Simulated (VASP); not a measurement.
# SrRe (P-6m2) in VASP: single point with PBE

Aim: the single point of SrRe with PBE.

All numbers are computed with VASP 6.6.1; they aren't measurements. Logs are shortened: lines on timing, memory, paths and dates and some standing lists are left out, and cuts for length are marked.

### 1 The cell of the first run

The structure is hexagonal, space group P-6m2 (No. 187). The conventional cell has a = 2.984 Å, b = 2.984 Å, c = 5.493 Å, α = 90.00°, β = 90.00°, γ = 120.00°. Sr (site symmetry -6m2) has 6 Sr at 2.98 Å and 6 Re at 3.24 Å within 3.9 Å. Within 3.9 Å of Re (site symmetry -6m2) lie 6 Re at 2.98 Å and 6 Sr at 3.24 Å.

The cell was generated, and may not be a known phase.

### 2 Single point, PBE, collinear spin

Input file INCAR:

```
SYSTEM = SrRe
PREC = Accurate ; ENCUT = 560
EDIFF = 1E-6 ; ISMEAR = 0
SIGMA = 0.1 ; LREAL = .FALSE.
LASPH = .TRUE. ; NELM = 200
ALGO = Normal ; ISIF = 2
LWAVE = .FALSE. ; LCHARG = .TRUE.
ISPIN = 2 ; MAGMOM = 0 1
LORBIT = 11 ; LMAXMIX = 4
GGA = PE ; LELF = .TRUE.
LVHAR = .TRUE. ; NBANDS = 24
GGA_COMPAT = .FALSE.
```

Input file KPOINTS:

```
Automatic mesh
0
G
  6 6 4
  0 0 0
```

Input file POSCAR:

```
SrRe
1.0
    2.9840576611      0.0000000000      0.0000000000
   -1.4920288306      2.5842697409      0.0000000000
    0.0000000000      0.0000000000      5.4929901691
Sr Re
1 1
Direct
    0.3333333333      0.6666666667      0.5000000000
    0.0000000000      0.0000000000      0.0000000000
```

Potentials or basis: VASP PAW PBE potentials, release 64 (Sr_sv, Re_sv_GW).

Run with:

```bash
$ cat potpaw_PBE.64/Sr_sv/POTCAR potpaw_PBE.64/Re_sv_GW/POTCAR > POTCAR
$ mpirun -np 1 vasp_std > vasp.out
```

OUTCAR:

```text
SYSTEM = SrRe
   PREC = Accurate
   ENCUT = 560
   EDIFF = 1E-6
   ISMEAR = 0
   LREAL = .FALSE.
   LASPH = .TRUE.
   NELM = 200
   ISIF = 2
   ISPIN = 2
   LORBIT = 11
   GGA = PE

 ion  position               nearest neighbor table
   1  0.333  0.667  0.500-   2 3.24   2 3.24   2 3.24   2 3.24   2 3.24   2 3.24
   2  0.000  0.000  0.000-   1 3.24   1 3.24   1 3.24   1 3.24   1 3.24   1 3.24

  LATTYP: Found a hexagonal cell.
 ALAT       =     2.9840576611
 C/A-ratio  =     1.8407788297

  Lattice vectors:

 A1 = (   2.9840576611,   0.0000000000,   0.0000000000)
 A2 = (  -1.4920288306,   2.5842697409,   0.0000000000)
 A3 = (   0.0000000000,   0.0000000000,   5.4929901691)

Analysis of symmetry for initial positions (statically):
=====================================================================
 Subroutine PRICEL returns:
 Original cell was already a primitive cell.

 Routine SETGRP: Setting up the symmetry group for a
 hexagonal supercell.

 Subroutine GETGRP returns: Found 12 space group operations
 (whereof 12 operations were pure point group operations)
 out of a pool of 24 trial point group operations.

The static configuration has the point symmetry D_3h.

Analysis of symmetry for dynamics (positions and initial velocities):
=====================================================================
 Subroutine PRICEL returns:
 Original cell was already a primitive cell.

 Routine SETGRP: Setting up the symmetry group for a
 hexagonal supercell.

 Subroutine GETGRP returns: Found 12 space group operations
 (whereof 12 operations were pure point group operations)
 out of a pool of 24 trial point group operations.

The dynamic configuration has the point symmetry D_3h.

Analysis of structural, dynamic, and magnetic symmetry:
=====================================================================
 Subroutine PRICEL returns:
 Original cell was already a primitive cell.

 Routine SETGRP: Setting up the symmetry group for a
 hexagonal supercell.

 Subroutine GETGRP returns: Found 12 space group operations
 (whereof 12 operations were pure point group operations)
 out of a pool of 24 trial point group operations.

The overall configuration has the point symmetry D_3h.

[... 112 lines left out ...]
   IMIX   =      4    mixing-type and parameters
     AMIX     =   0.40;   BMIX     =  1.00
     AMIX_MAG =   1.60;   BMIX_MAG =  1.00
  volume/ion in A,a.u.               =      21.18       142.93
  Fermi-wavevector in a.u.,A,eV,Ry     =   1.373210  2.594990 25.656574  1.885705
  Thomas-Fermi vector in A             =   2.498747
   LORBIT       =     11    0 simple, 1 ext, 2 COOP (PROOUT), +10 PAW based schemes
   GGA     = PE    functional components
   LHFCALC =     F    Hartree Fock is set to
   AEXX    =    0.0000 exact exchange contribution
   IVDW    =     0    specifies the selected vdW correction
   LEPSILON=     F    determine dielectric tensor
   LRPA    =     F    only Hartree local field effects (RPA)
 spin polarized calculation
 Gauss-broadening in eV      SIGMA  =   0.10
  energy-cutoff  :      560.00
  volume of cell :       42.36
 maximum number of plane-waves:      1296
 NGX is ok and might be reduce to    24
   NGX = 11   NGY = 11   NGZ = 21

 number of electron      24.9999999 magnetization       0.0016178

 number of electron      24.9999999 magnetization      -0.0187337

 Free energy of the ion-electron system (eV)
  ---------------------------------------------------
  ext. energy  EPLUGINS =         0.00000000
  ---------------------------------------------------
  free energy    TOTEN  =       -12.70225794 eV

  energy without entropy =      -12.69041406  energy(sigma->0) =      -12.69633600

 E-fermi :   7.1191     XC(G=0): -11.5110

 val. band max:        6.8566529550   @ k =   0.3333  -0.0000   0.5000
 cond. band min:       7.1276273622   @ k =   0.1667  -0.0000   0.5000
 fundamental gap:      0.2709744072
 Fermi energy:         7.1190770449

 spin component 1

 k-point     1 :       0.0000    0.0000    0.0000
  band No.  band energies     occupation
      1     -72.7369      1.00000
      2     -34.5152      1.00000
      3     -34.2822      1.00000
      4     -34.2822      1.00000
      5     -28.8953      1.00000
      6     -10.7304      1.00000
[... 556 lines left out ...]
     23      19.4882      0.00000
     24      20.1779      0.00000
 Fermi energy:         7.1190770449

 spin component 2

 k-point     1 :       0.0000    0.0000    0.0000
  band No.  band energies     occupation
      1     -72.7456      1.00000
      2     -34.5204      1.00000
      3     -34.2969      1.00000
      4     -34.2969      1.00000
      5     -28.8946      1.00000
      6     -10.7295      1.00000
[... 556 lines left out ...]
     23      19.4893      0.00000
     24      20.1776      0.00000

------------------------ aborting loop because EDIFF is reached ----------------------------------------

  FORCE on cell =-STRESS in cart. coord.  units (eV):
  Direction    XX          YY          ZZ          XY          YZ          ZX
  --------------------------------------------------------------------------------------
  -------------------------------------------------------------------------------------
  Total       -0.0291834     -0.0291834     -0.0534642      0.0000000      0.0000000     -0.0000000
  in kB       -1.1038046     -1.1038046     -2.0221798      0.0000000      0.0000000     -0.0000000
  external PRESSURE =      -1.4099297 kB  Pullay stress =       0.0000000 kB

 VOLUME and BASIS-vectors are now :
 -----------------------------------------------------------------------------
  energy-cutoff  :      560.00
  volume of cell :       42.36
      direct lattice vectors                 reciprocal lattice vectors
     2.984057661  0.000000000  0.000000000     0.335114168  0.193478255  0.000000000
    -1.492028831  2.584269741  0.000000000     0.000000000  0.386956510  0.000000000
     0.000000000  0.000000000  5.492990169     0.000000000  0.000000000  0.182050207

 POSITION                                       TOTAL-FORCE (eV/Angst)
 -----------------------------------------------------------------------------------
     -0.00000      1.72285      2.74650         0.000000      0.000000      0.000000
      0.00000      0.00000      0.00000        -0.000000      0.000000      0.000000
 -----------------------------------------------------------------------------------
    total drift:                                0.000000     -0.000000     -0.000000

  FREE ENERGIE OF THE ION-ELECTRON SYSTEM (eV)
  ---------------------------------------------------
  free  energy   TOTEN  =       -12.7022579439 eV

  energy  without entropy=      -12.6904140641  energy(sigma->0) =      -12.69633600

 total charge

# of ion       s       p       d       f       tot
--------------------------------------------------
    1        2.068   5.756   0.511   0.000   8.334
    2        3.530   6.008   3.960   0.014  13.512
--------------------------------------------------
tot          5.597  11.763   4.471   0.014  21.846

 magnetization (x)

# of ion       s       p       d       f       tot
--------------------------------------------------
    1        0.000   0.000   0.001   0.000   0.001
    2        0.001  -0.000  -0.016  -0.000  -0.016
--------------------------------------------------
tot          0.001   0.000  -0.016  -0.000  -0.015
```

OSZICAR:

```text
N       E                     dE             d eps       ncg     rms          rms(c)
DAV:   1     0.165725350726E+03    0.16573E+03   -0.14501E+04  2016   0.109E+03
DAV:   2    -0.893780446553E+01   -0.17466E+03   -0.16930E+03  2488   0.287E+02
DAV:   3    -0.169730698687E+02   -0.80353E+01   -0.79216E+01  3312   0.496E+01
DAV:   4    -0.171317063371E+02   -0.15864E+00   -0.15859E+00  2256   0.501E+00
DAV:   5    -0.171364386797E+02   -0.47323E-02   -0.47321E-02  2648   0.547E-01    0.103E+02
DAV:   6    -0.169351254595E+02    0.20131E+00   -0.11611E+02  2296   0.226E+01    0.739E+01
DAV:   7    -0.128976813988E+02    0.40374E+01   -0.15228E+01  2256   0.123E+01    0.339E+01
DAV:   8    -0.129833199473E+02   -0.85639E-01   -0.16502E+00  2496   0.398E+00    0.152E+01
DAV:   9    -0.127026163657E+02    0.28070E+00   -0.16912E+00  2336   0.252E+00    0.655E+00
DAV:  10    -0.127285356008E+02   -0.25919E-01   -0.18189E-01  2424   0.121E+00    0.184E+00
DAV:  11    -0.127191350449E+02    0.94006E-02   -0.35450E-01  2304   0.122E+00    0.311E+00
DAV:  12    -0.127043206029E+02    0.14814E-01   -0.30180E-02  2272   0.424E-01    0.116E+00
DAV:  13    -0.127025370651E+02    0.17835E-02   -0.34346E-03  2408   0.172E-01    0.305E-01
DAV:  14    -0.127022708988E+02    0.26617E-03   -0.67136E-04  2408   0.623E-02    0.290E-01
DAV:  15    -0.127022578591E+02    0.13040E-04   -0.17419E-04  2920   0.332E-02    0.117E-01
DAV:  16    -0.127022956552E+02   -0.37796E-04   -0.10730E-04  2424   0.215E-02    0.839E-02
DAV:  17    -0.127022574283E+02    0.38227E-04   -0.19065E-04  2296   0.270E-02    0.180E-02
DAV:  18    -0.127022579439E+02   -0.51562E-06   -0.31989E-06  1840   0.686E-03
   1 F= -.12702258E+02 E0= -.12696336E+02  d E =-.118439E-01  mag=    -0.0175
```

stdout:

```text
POSCAR found type information on POSCAR SrRe
 POSCAR found :  2 types and       2 ions
 scaLAPACK will be used
 LDA part: xc-table for (Slater+PW92), standard interpolation
 POSCAR, INCAR and KPOINTS ok, starting setup
 FFT: planning ... GRIDC
 FFT: planning ... GRID_SOFT
 FFT: planning ... GRID
 WAVECAR not read
 entering main loop
```

Wall time 33 s (1 thread of Intel Xeon 6975P-C (Granite Rapids), shared host); peak memory 0.21 GiB.

What came out:

```yaml
Free_energy: -12.7023 eV
Pressure: -0.1 GPa
Net_moment: -0.02 μB per cell
Valence_electrons_inside_the_program's_atomic_spheres: Sr 8.33; Re 13.51
```

Caveat: the k points lie up to 0.41 Å⁻¹ apart; spin-orbit coupling is left out, which moves the levels of the heavy elements.
